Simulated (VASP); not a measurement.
# NaC8 in VASP: further runs, part 2 of 2

VASP 6.6.1. The steps go on from the part before.

### Step 3. Single point, PBE+D3(BJ), collinear spin, ferromagnetic start

This run uses another cell than the first one, of 10.69 Å³/atom, 0.994 times its volume.

The input, INCAR:

```
ALGO = Normal
EDIFF = 1E-6
ENCUT = 520
GGA = PE
ISIF = 2
ISMEAR = 0
ISPIN = 2
IVDW = 12
LASPH = True
LCHARG = False
LORBIT = 11
LREAL = False
LWAVE = False
MAGMOM = 0 1 1 1 1 1 1 1 1
NBANDS = 34
NELM = 150
PREC = Accurate
SIGMA = 0.1
```

The input, KPOINTS:

```
k-points
0
Gamma
  6 6 4
```

The input, POSCAR:

```
NaC8
1.0
    4.9759647000      0.0000000000      0.0000000000
   -2.4879824000      4.3093119000      0.0000000000
    0.0000000000      0.0000000000      4.4859969000
Na C
1 8
Direct
    0.0000000000      0.0000000000      0.5000000000
    0.3346970000      0.1673485000      0.0000000000
    0.3333333000      0.6666667000      0.0000000000
    0.8326515000      0.1673485000      0.0000000000
    0.8326515000      0.6653030000      0.0000000000
    0.1673485000      0.3346970000      0.0000000000
    0.1673485000      0.8326515000      0.0000000000
    0.6666667000      0.3333333000      0.0000000000
    0.6653030000      0.8326515000      0.0000000000
```

Potentials or basis: VASP PAW PBE potentials, release 64 (Na_pv, C).

Started as:

```
$ cat potpaw_PBE.64/Na_pv/POTCAR potpaw_PBE.64/C/POTCAR > POTCAR
$ mpirun -np 1 vasp_std > vasp.out
```

OUTCAR:

```text
EDIFF = 1E-6
   ENCUT = 520
   GGA = PE
   ISIF = 2
   ISMEAR = 0
   ISPIN = 2
   IVDW = 12
   LASPH = True
   LORBIT = 11
   LREAL = False
   NELM = 150
   PREC = Accurate
 IVDW          = 12

 ion  position               nearest neighbor table
   1  0.000  0.000  0.500-
   2  0.335  0.167  0.000-   8 1.43   6 1.44   7 1.44
   3  0.333  0.667  0.000-   7 1.43   9 1.43   6 1.43
   4  0.833  0.167  0.000-   8 1.43   6 1.44   9 1.44
   5  0.833  0.665  0.000-   8 1.43   7 1.44   9 1.44
   6  0.167  0.335  0.000-   3 1.43   4 1.44   2 1.44
   7  0.167  0.833  0.000-   3 1.43   5 1.44   2 1.44
   8  0.667  0.333  0.000-   4 1.43   2 1.43   5 1.43
   9  0.665  0.833  0.000-   3 1.43   5 1.44   4 1.44

  LATTYP: Found a hexagonal cell.
 ALAT       =     4.9759647000
 C/A-ratio  =     0.9015331037

  Lattice vectors:

 A1 = (   4.9759647000,   0.0000000000,   0.0000000000)
 A2 = (  -2.4879824000,   4.3093119000,   0.0000000000)
 A3 = (   0.0000000000,   0.0000000000,   4.4859969000)

Analysis of symmetry for initial positions (statically):
=====================================================================
 Subroutine PRICEL returns:
 Original cell was already a primitive cell.

 Routine SETGRP: Setting up the symmetry group for a
 hexagonal supercell.

 Subroutine GETGRP returns: Found 24 space group operations
 (whereof 24 operations were pure point group operations)
 out of a pool of 24 trial point group operations.

The static configuration has the point symmetry D_6h.

Analysis of symmetry for dynamics (positions and initial velocities):
=====================================================================
 Subroutine PRICEL returns:
 Original cell was already a primitive cell.

 Routine SETGRP: Setting up the symmetry group for a
 hexagonal supercell.

 Subroutine GETGRP returns: Found 24 space group operations
 (whereof 24 operations were pure point group operations)
 out of a pool of 24 trial point group operations.

The dynamic configuration has the point symmetry D_6h.

Analysis of structural, dynamic, and magnetic symmetry:
=====================================================================
 Subroutine PRICEL returns:
 Original cell was already a primitive cell.

 Routine SETGRP: Setting up the symmetry group for a
 hexagonal supercell.

 Subroutine GETGRP returns: Found 24 space group operations
 (whereof 24 operations were pure point group operations)
 out of a pool of 24 trial point group operations.

The overall configuration has the point symmetry D_6h.

 Subroutine INISYM returns: Found 24 space group operations
 (whereof 24 operations are pure point group operations),
 and found     1 'primitive' translations

----------------------------------------------------------------------------------------

                                     Primitive cell

  volume of cell :      96.1932

[... 106 lines left out ...]
   POTIM  = 0.5000    time-step for ionic-motion
   TEBEG  =    0.0;   TEEND  =   0.0 temperature during run
   PSTRESS=    0.0 pullay stress
   NELECT =      39.0000    total number of electrons
   NUPDOWN=      -1.0000    fix difference up-down
   EMIN   =  10.00;   EMAX   =-10.00  energy-range for DOS
   EFERMI =   0.00;   METHOD = LEGACY
   ISMEAR =     0;   SIGMA  =   0.10  broadening in eV -4-tet -1-fermi 0-gaus
   EFERMI_NEDOS =   21; number of points for ismear=-14 and -15
   IALGO  =     38    algorithm
   IMIX   =      4    mixing-type and parameters
     AMIX     =   0.40;   BMIX     =  1.00
     AMIX_MAG =   1.60;   BMIX_MAG =  1.00
  volume/ion in A,a.u.               =      10.69        72.13
  Fermi-wavevector in a.u.,A,eV,Ry     =   1.211662  2.289710 19.975064  1.468126
  Thomas-Fermi vector in A             =   2.347171
   LORBIT       =     11    0 simple, 1 ext, 2 COOP (PROOUT), +10 PAW based schemes
   GGA     = PE    functional components
   LHFCALC =     F    Hartree Fock is set to
   AEXX    =    0.0000 exact exchange contribution
   IVDW    =    12    specifies the selected vdW correction
   LEPSILON=     F    determine dielectric tensor
   LRPA    =     F    only Hartree local field effects (RPA)
 spin polarized calculation
 Gauss-broadening in eV      SIGMA  =   0.10
  energy-cutoff  :      520.00
  volume of cell :       96.19
 maximum number of plane-waves:      2603
 NGX is ok and might be reduce to    40
   NGX = 19   NGY = 19   NGZ = 17

 number of electron      39.0000002 magnetization      -0.0006049

 number of electron      39.0000002 magnetization       0.0001675

 Free energy of the ion-electron system (eV)
  ---------------------------------------------------
  ext. energy  EPLUGINS =         0.00000000
  ---------------------------------------------------
  free energy    TOTEN  =       -74.95551016 eV

  energy without entropy =      -74.94680323  energy(sigma->0) =      -74.95115670

 E-fermi :   5.0514     XC(G=0):  -9.1993

 val. band max:        5.0147832463   @ k =   0.0000   0.0000   0.5000
 cond. band min:       5.1622519179   @ k =   0.0000   0.0000   0.2500
 fundamental gap:      0.1474686715
 Fermi energy:         5.0513587554

 spin component 1

 k-point     1 :       0.0000    0.0000    0.0000
  band No.  band energies     occupation
      1     -20.7712      1.00000
      2     -20.7712      1.00000
      3     -20.7671      1.00000
      4     -15.4648      1.00000
      5     -10.3165      1.00000
      6     -10.3165      1.00000
[... 703 lines left out ...]
     30      13.5142      0.00000
     31      14.1034      0.00000
 Fermi energy:         5.0513587554

 spin component 2

 k-point     1 :       0.0000    0.0000    0.0000
  band No.  band energies     occupation
      1     -20.7712      1.00000
      2     -20.7712      1.00000
      3     -20.7671      1.00000
      4     -15.4648      1.00000
      5     -10.3164      1.00000
      6     -10.3164      1.00000
[... 703 lines left out ...]
     30      13.5142      0.00000
     31      14.1035      0.00000
 [bands above 31 left out]

------------------------ aborting loop because EDIFF is reached ----------------------------------------

 Edisp (eV)   -1.17259

 E8    (eV) :    -0.3890

  FORCE on cell =-STRESS in cart. coord.  units (eV):
  Direction    XX          YY          ZZ          XY          YZ          ZX
  --------------------------------------------------------------------------------------
  -------------------------------------------------------------------------------------
  Total       0.30426     0.30426     0.00807    -0.00000     0.00000    -0.00000
  in kB       5.06776     5.06776     0.13445    -0.00000     0.00000    -0.00000
  external pressure =        3.42 kB  Pullay stress =        0.00 kB

 VOLUME and BASIS-vectors are now :
 -----------------------------------------------------------------------------
  energy-cutoff  :      520.00
  volume of cell :       96.19
      direct lattice vectors                 reciprocal lattice vectors
     4.975964700  0.000000000  0.000000000     0.200966056  0.116027807  0.000000000
    -2.487982400  4.309311900  0.000000000     0.000000000  0.232055610  0.000000000
     0.000000000  0.000000000  4.485996900     0.000000000  0.000000000  0.222915892

 POSITION                                       TOTAL-FORCE (eV/Angst)
 -----------------------------------------------------------------------------------
      0.00000      0.00000      2.24300         0.000000      0.000000      0.000000
      1.24908      0.72116      0.00000        -0.012437     -0.007181      0.000000
     -0.00000      2.87287      0.00000         0.000000      0.000000      0.000000
      3.72688      0.72116      0.00000         0.012437     -0.007181     -0.000000
      2.48798      2.86700      0.00000        -0.000000      0.014361      0.000000
     -0.00000      1.44231      0.00000         0.000000     -0.014361     -0.000000
     -1.23890      3.58816      0.00000        -0.012437      0.007181      0.000000
      2.48798      1.43644      0.00000         0.000000      0.000000     -0.000000
      1.23890      3.58816      0.00000         0.012437      0.007181      0.000000
 -----------------------------------------------------------------------------------
    total drift:                               -0.000000      0.000000      0.000000

  FREE ENERGIE OF THE ION-ELECTRON SYSTEM (eV)
  ---------------------------------------------------
  free  energy   TOTEN  =       -76.1280995202 eV

  energy  without entropy=      -76.1193925879  energy(sigma->0) =      -76.12374605

 total charge

# of ion       s       p       d       tot
------------------------------------------
    1        0.039   5.987   0.000   6.026
    2        0.850   1.787   0.000   2.637
    3        0.853   1.785   0.000   2.638
    4        0.850   1.787   0.000   2.637
    5        0.850   1.787   0.000   2.637
    6        0.850   1.787   0.000   2.637
    7        0.850   1.787   0.000   2.637
    8        0.853   1.785   0.000   2.638
    9        0.850   1.787   0.000   2.637
--------------------------------------------------
tot          6.845  20.281   0.000  27.126

 magnetization (x)

# of ion       s       p       d       tot
------------------------------------------
    1        0.000   0.000   0.000   0.000
    2        0.000   0.000   0.000   0.000
    3        0.000   0.000   0.000   0.000
    4        0.000   0.000   0.000   0.000
    5        0.000   0.000   0.000   0.000
    6        0.000   0.000   0.000   0.000
    7        0.000   0.000   0.000   0.000
    8        0.000   0.000   0.000   0.000
    9        0.000   0.000   0.000   0.000
--------------------------------------------------
tot          0.000   0.000   0.000   0.000
```

It took 3.9 min on 1 thread of Intel Xeon 8259CL, shared host; peak memory 0.32 GiB.

Results:

```
Free energy                                           : -76.1281 eV
Pressure                                              : 0.3 GPa
Largest force                                         : 0.014 eV/Å
Net moment                                            : 0.00 μB per cell
Valence electrons inside the program's atomic spheres : Na 6.03; C 2.64
Dispersion energy per atom                            : -0.130 eV
```

Forces in eV/Å, atoms in the order of the input:
```
Na   0.000  0.000  0.000
C   -0.012 -0.007  0.000
C    0.000  0.000  0.000
C    0.012 -0.007  0.000
C    0.000  0.014  0.000
C    0.000 -0.014  0.000
C   -0.012  0.007  0.000
C    0.000  0.000  0.000
C    0.012  0.007  0.000
```

Caveat: pairwise dispersion overbinds metals, which lowers pressure and volume.
